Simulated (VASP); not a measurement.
# CdSe (R3m) in VASP: further runs

Runs on CdSe. Level: LDA. Tasks: electric field gradients.

Program: VASP 6.6.1. These are calculated values, not measurements. Logs are shortened: lines on timing, memory, paths and dates and some standing lists are left out, and cuts for length are marked.

## Step 1: The cell of the first run

The structure is trigonal, space group R3m (No. 160). Conventional cell: a = 4.364 Å, b = 4.364 Å, c = 10.529 Å, α = 90.00°, β = 90.00°, γ = 120.00°. Cd (site symmetry 3m) has 4 Se at 2.63 to 2.67 Å within 3.5 Å. Se (site symmetry 3m) has 4 Cd at 2.63 to 2.67 Å within 3.5 Å.

## Step 2: Electric field gradients, LDA (equal xy, yz and zx shear strains of -1 %)

The input, INCAR:

```
  PREC = Accurate
  ENCUT = 520
  EDIFF = 1E-8
  ISMEAR = -1
  SIGMA = 0.03
  LREAL = False
  LASPH = True
  NELM = 80
  ALGO = Normal
  ISIF = 2
  LWAVE = False
  LCHARG = False
  GGA = CA
  LEFG = True
  NBANDS = 16
```

The input, KPOINTS:

```
Automatic mesh
0
Gamma
  8 8 8
```

The input, POSCAR:

```
CdSe
1.0
   -0.0307027120      3.0549198426      3.0549198426
    3.0549198426     -0.0307027120      3.0549198426
    3.0549198426      3.0549198426     -0.0307027120
Cd Se
1 1
Direct
    0.0000000000      0.0000000000      0.0000000000
    0.2500000000      0.2500000000      0.2500000000
```

Potentials or basis: VASP PAW LDA potentials, release 64 (Cd, Se).

On the command line:

```
> cat potpaw_LDA.64/Cd/POTCAR potpaw_LDA.64/Se/POTCAR > POTCAR
> mpirun -np 1 vasp_std > vasp.out
```

OUTCAR:

```text
PREC = Accurate
   ENCUT = 520
   EDIFF = 1E-8
   ISMEAR = -1
   LREAL = False
   LASPH = True
   NELM = 80
   ISIF = 2
   GGA = CA

 ion  position               nearest neighbor table
   1  0.000  0.000  0.000-   2 2.63   2 2.67   2 2.67   2 2.67
   2  0.250  0.250  0.250-   1 2.63   1 2.67   1 2.67   1 2.67

  LATTYP: Found a trigonal (rhomboedric) cell.
 ALAT       =     4.3204181679
 COS(alpha) =     0.4899250057

  Lattice vectors:

 A1 = (  -0.0307027120,   3.0549198426,   3.0549198426)
 A2 = (   3.0549198426,  -0.0307027120,   3.0549198426)
 A3 = (   3.0549198426,   3.0549198426,  -0.0307027120)

Analysis of symmetry for initial positions (statically):
=====================================================================
 Subroutine PRICEL returns:
 Original cell was already a primitive cell.

 Routine SETGRP: Setting up the symmetry group for a
 trigonal (rhombohedral) supercell.

 Subroutine GETGRP returns: Found  6 space group operations
 (whereof  6 operations were pure point group operations)
 out of a pool of 12 trial point group operations.

The static configuration has the point symmetry C_3v.

Analysis of symmetry for dynamics (positions and initial velocities):
=====================================================================
 Subroutine PRICEL returns:
 Original cell was already a primitive cell.

 Routine SETGRP: Setting up the symmetry group for a
 trigonal (rhombohedral) supercell.

 Subroutine GETGRP returns: Found  6 space group operations
 (whereof  6 operations were pure point group operations)
 out of a pool of 12 trial point group operations.

The dynamic configuration has the point symmetry C_3v.

 Subroutine INISYM returns: Found  6 space group operations
 (whereof  6 operations are pure point group operations),
 and found     1 'primitive' translations

----------------------------------------------------------------------------------------

                                     Primitive cell

  volume of cell :      57.8799

  direct lattice vectors                    reciprocal lattice vectors
    -0.030702712  3.054919843  3.054919843    -0.161223461  0.162860247  0.162860247
     3.054919843 -0.030702712  3.054919843     0.162860247 -0.161223461  0.162860247
     3.054919843  3.054919843 -0.030702712     0.162860247  0.162860247 -0.161223461

  length of vectors
     4.320418168  4.320418168  4.320418168     0.281140400  0.281140400  0.281140400

  position of ions in fractional coordinates (direct lattice)
     0.000000000  0.000000000  0.000000000
     0.250000000  0.250000000  0.250000000

  ion indices of the primitive-cell ions
   primitive index   ion index
                 1           1
                 2           2

----------------------------------------------------------------------------------------

 KPOINTS: Automatic mesh

Automatic generation of k-mesh.
 Grid dimensions read from file:
 generate k-points for:    8    8    8

 Generating k-lattice:

  Cartesian coordinates                     Fractional coordinates (reciprocal lattice)
    -0.020152933  0.020357531  0.020357531     0.125000000  0.000000000  0.000000000
     0.020357531 -0.020152933  0.020357531     0.000000000  0.125000000  0.000000000
     0.020357531  0.020357531 -0.020152933     0.000000000  0.000000000  0.125000000

  Length of vectors
     0.035142550  0.035142550  0.035142550

  Shift w.r.t. Gamma in fractional coordinates (k-lattice)
     0.000000000  0.000000000  0.000000000

 Subroutine IBZKPT returns following result:
 ===========================================

 Found     65 irreducible k-points:

 Following reciprocal coordinates:
            Coordinates               Weight
  0.000000  0.000000  0.000000      1.000000
  0.125000  0.000000 -0.000000      6.000000
  0.250000  0.000000 -0.000000      6.000000
  0.375000  0.000000  0.000000      6.000000
  0.500000  0.000000 -0.000000      3.000000
  0.125000  0.125000 -0.000000      6.000000
[... 16 lines left out ...]
  0.250000  0.125000  0.125000      6.000000
  0.375000  0.125000  0.125000      6.000000
 [... further k-points ...]
   k-points           NKPTS =     65   k-points in BZ     NKDIM =     65   number of bands    NBANDS=     16
   number of dos      NEDOS =    301   number of ions     NIONS =      2
   total plane-waves  NPLWV =  32768
   dimension x,y,z NGX =    32 NGY =   32 NGZ =   32
   dimension x,y,z NGXF=    64 NGYF=   64 NGZF=   64
   ions per type =               1   1
   NGX,Y,Z   is equivalent  to a cutoff of  12.31, 12.31, 12.31 a.u.
   NGXF,Y,Z  is equivalent  to a cutoff of  24.63, 24.63, 24.63 a.u.
 SYSTEM =  unknown system
   PREC   = accura    normal or accurate (medium, high low for compatibility)
   ISTART =      0    job   : 0-new  1-cont  2-samecut
   ICHARG =      2    charge: 1-file 2-atom 10-const
   ISPIN  =      1    spin polarized calculation?
   LNONCOLLINEAR =      F non collinear calculations
   LSORBIT =      F    spin-orbit coupling
   LASPH  =      T    aspherical Exc in radial PAW
   ENCUT  =  520.0 eV  38.22 Ry    6.18 a.u.   8.03  8.03  8.03*2*pi/ulx,y,z
   NELM   =     80;   NELMIN=  2; NELMDL= -5     # of ELM steps
   EDIFF  = 0.1E-07   stopping-criterion for ELM
   LREAL  =      F    real-space projection
   EDIFFG = 0.1E-06   stopping-criterion for IOM
   NSW    =      0    number of steps for IOM
   IBRION =     -1    ionic relax: 0-MD 1-quasi-New 2-CG
   NFREE  =      0    steps in history (QN), initial steepest desc. (CG)
   ISIF   =      2    stress and relaxation
   ISYM   =      2    0-nonsym 1-usesym 2-fastsym
   POTIM  = 0.5000    time-step for ionic-motion
   TEBEG  =    0.0;   TEEND  =   0.0 temperature during run
   PSTRESS=    0.0 pullay stress
   NELECT =      18.0000    total number of electrons
   NUPDOWN=      -1.0000    fix difference up-down
   EMIN   =  10.00;   EMAX   =-10.00  energy-range for DOS
   EFERMI =   0.00;   METHOD = LEGACY
   ISMEAR =    -1;   SIGMA  =   0.03  broadening in eV -4-tet -1-fermi 0-gaus
   EFERMI_NEDOS =   21; number of points for ismear=-14 and -15
   IALGO  =     38    algorithm
   IMIX   =      4    mixing-type and parameters
     AMIX     =   0.40;   BMIX     =  1.00
     AMIX_MAG =   1.60;   BMIX_MAG =  1.00
  volume/ion in A,a.u.               =      28.94       195.30
  Fermi-wavevector in a.u.,A,eV,Ry     =   1.109149  2.095987 16.738038  1.230211
  Thomas-Fermi vector in A             =   2.245685
   LORBIT       =      0    0 simple, 1 ext, 2 COOP (PROOUT), +10 PAW based schemes
   GGA     = CA    functional components
   LHFCALC =     F    Hartree Fock is set to
   AEXX    =    0.0000 exact exchange contribution
   IVDW    =     0    specifies the selected vdW correction
   LEPSILON=     F    determine dielectric tensor
   LRPA    =     F    only Hartree local field effects (RPA)
 non-spin polarized calculation
  energy-cutoff  :      520.00
  volume of cell :       57.88
 maximum number of plane-waves:      1575
   NGX = 17   NGY = 17   NGZ = 17

 number of electron      18.0000006 magnetization

 Free energy of the ion-electron system (eV)
  ---------------------------------------------------
  ext. energy  EPLUGINS =         0.00000000
  ---------------------------------------------------
  free energy    TOTEN  =        -6.72945827 eV

  energy without entropy =       -6.72944215  energy(sigma->0) =       -6.72945021

 E-fermi :   0.7570     XC(G=0):  -9.1652

 val. band max:        0.6037590998   @ k =   0.0000   0.0000   0.0000
 cond. band min:       0.8919258303   @ k =   0.0000   0.0000   0.0000
 fundamental gap:      0.2881667305
 Fermi energy:         0.7570061538

 k-point     1 :       0.0000    0.0000    0.0000
  band No.  band energies     occupation
      1     -11.9081      2.00000
      2      -7.2837      2.00000
      3      -7.2689      2.00000
      4      -7.2689      2.00000
      5      -6.9241      2.00000
      6      -6.9241      2.00000
[... 8 lines left out ...]
     15      11.6065      0.00000
     16      11.6065      0.00000

 k-point     2 :       0.1250    0.0000   -0.0000
  band No.  band energies     occupation
      1     -11.8576      2.00000
      2      -7.2666      2.00000
      3      -7.2536      2.00000
      4      -7.2247      2.00000
      5      -6.9250      2.00000
      6      -6.9247      2.00000
[... 8 lines left out ...]
     15      10.7720      0.00000
     16      10.8587      0.00000
[... 387 lines left out ...]
      5      -6.9353      2.00000
      6      -6.9149      2.00000
[... 8 lines left out ...]
     15      10.6157      0.00000
     16      11.6865      0.00000

 k-point    24 :       0.3750    0.1250    0.1250
  band No.  band energies     occupation
      1     -11.6553      2.00000
      2      -7.1982      2.00000
      3      -7.1932      2.00000
      4      -6.9827      2.00000
      5      -6.9349      2.00000
      6      -6.8852      2.00000
[... 8 lines left out ...]
     15      11.0854      0.00000
     16      12.0093      0.00000

 [... further k-points ...]
[... 5 lines left out ...]
  --------------------------------------------------------------------------------------
  -------------------------------------------------------------------------------------
  Total       -1.0357939     -1.0357939     -1.0357939      0.1480375      0.1480375      0.1480375
  in kB      -28.6718963    -28.6718963    -28.6718963      4.0978368      4.0978368      4.0978368
  external PRESSURE =     -28.6718963 kB  Pullay stress =       0.0000000 kB

 VOLUME and BASIS-vectors are now :
 -----------------------------------------------------------------------------
  energy-cutoff  :      520.00
  volume of cell :       57.88
      direct lattice vectors                 reciprocal lattice vectors
    -0.030702712  3.054919843  3.054919843    -0.161223461  0.162860247  0.162860247
     3.054919843 -0.030702712  3.054919843     0.162860247 -0.161223461  0.162860247
     3.054919843  3.054919843 -0.030702712     0.162860247  0.162860247 -0.161223461

 POSITION                                       TOTAL-FORCE (eV/Angst)
 -----------------------------------------------------------------------------------
      0.00000      0.00000      0.00000        -0.051384     -0.051384     -0.051384
      1.51978      1.51978      1.51978         0.051384      0.051384      0.051384
 -----------------------------------------------------------------------------------
    total drift:                               -0.000051     -0.000051     -0.000051

  FREE ENERGIE OF THE ION-ELECTRON SYSTEM (eV)
  ---------------------------------------------------
  free  energy   TOTEN  =        -6.7294582652 eV

  energy  without entropy=       -6.7294421492  energy(sigma->0) =       -6.72945021

 Electric field gradients (V/A^2)
---------------------------------------------------------------------
 ion       V_xx      V_yy      V_zz      V_xy      V_xz      V_yz
---------------------------------------------------------------------
   1       0.000     0.000    -0.000    -5.455    -5.455    -5.455
   2      -0.000     0.000     0.000    -2.269    -2.269    -2.269
---------------------------------------------------------------------

 Electric field gradients after diagonalization (V/A^2)
 (convention: |V_zz| > |V_xx| > |V_yy|)
----------------------------------------------------------------------
 ion       V_xx      V_yy      V_zz     asymmetry (V_yy - V_xx)/ V_zz
----------------------------------------------------------------------
   1       5.455     5.455   -10.909       0.000
   2       2.269     2.269    -4.537       0.000
----------------------------------------------------------------------

           NMR quadrupolar parameters

 Cq : quadrupolar parameter    Cq=e*Q*V_zz/h
 eta: asymmetry parameters     (V_yy - V_xx)/ V_zz
 Q  : nuclear electric quadrupole moment in mb (millibarn)
----------------------------------------------------------------------
 ion       Cq(MHz)       eta       Q (mb)
----------------------------------------------------------------------
   1      -0.026       0.000       1.000
   2      -0.011       0.000       1.000
----------------------------------------------------------------------
```

Wall time 19 s (1 thread of Intel Xeon 6975P-C (Granite Rapids), shared host); peak memory 0.19 GiB.

Results:

```yaml
Free_energy: -6.7295 eV
Pressure: -2.9 GPa
Largest_force: 0.089 eV/Å
Band_gap_on_the_k_mesh: 0.29 eV, direct
```

Forces in eV/Å, atoms in the order of the input:
```
Cd  -0.051 -0.051 -0.051
Se   0.051  0.051  0.051
```

Electric field gradients, principal values (V/Å²):
| atom | least | middle | greatest (by size) |
| --- | --- | --- | --- |
| 1 Cd | 5.455 | 5.455 | -10.909 |
| 2 Se | 2.269 | 2.269 | -4.537 |

Caveat: the cell differs from its parent crystal (equal xy, yz and zx shear strains of -1 %); without QUAD_EFG the Cq values of the log hold for a quadrupole moment of 1 mb, not for the nuclei.

(Part 1 of 2 ends here.)
